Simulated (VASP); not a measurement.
Wanted: the native input for a VASP 6.6.1 run.

* Task: single point
* Functional: PBE
* Potentials or basis: VASP PAW PBE potentials, release 64 (Tc_pv)
* Cutoff: 520 eV
* k mesh: 11 × 11 × 6
* Occupations: gaussian, width 0.1 eV
* Spin: no spin polarisation
* Dipole correction: no
* Further INCAR settings: ALGO = Normal; EDIFF = 1e-07; NBANDS = 20

The structure of Tc lies in POSCAR:

```
Tc
1.0
    2.7400000000      0.0000000000      0.0000000000
   -1.3700000000      2.3729096064      0.0000000000
    0.0000000000      0.0000000000      4.3980000000
Tc
2
Direct
    0.6666666667      0.3333333333      0.7500000000
    0.3333333333      0.6666666667      0.2500000000
```

These files were run (other wordings do the same):

INCAR

```
PREC     = Accurate       # precision mode
ENCUT    = 520            # plane-wave cutoff, eV
EDIFF    = 1E-7           # SCF threshold, eV
ISMEAR   = 0              # smearing method
SIGMA    = 0.1            # smearing width, eV
LREAL    = F              # projectors in reciprocal space
LASPH    = T              # aspherical terms in the spheres
NELM     = 60             # most SCF steps
ALGO     = Normal         # electronic algorithm
ISIF     = 2              # what is computed and relaxed
LWAVE    = F              # write WAVECAR
LCHARG   = T              # write CHGCAR
GGA      = PE             # functional
LELF     = T              # ELF
LVHAR    = T            
NBANDS   = 20             # bands
```

KPOINTS

```
regular mesh
0
Gamma
  11 11 6
```

Potentials or basis: VASP PAW PBE potentials, release 64 (Tc_pv).

Run with:

```sh
$ cat potpaw_PBE.64/Tc_pv/POTCAR > POTCAR
$ mpirun -np 1 vasp_std > vasp.out
```

It gave:

The pressure is 2.2 GPa. The band gap on the k mesh is zero (bands 13 and 14 overlap by 3.11 eV).

It took 45 s on 1 thread of Intel Xeon 8259CL, with other jobs on the host, peak memory 0.16 GiB.
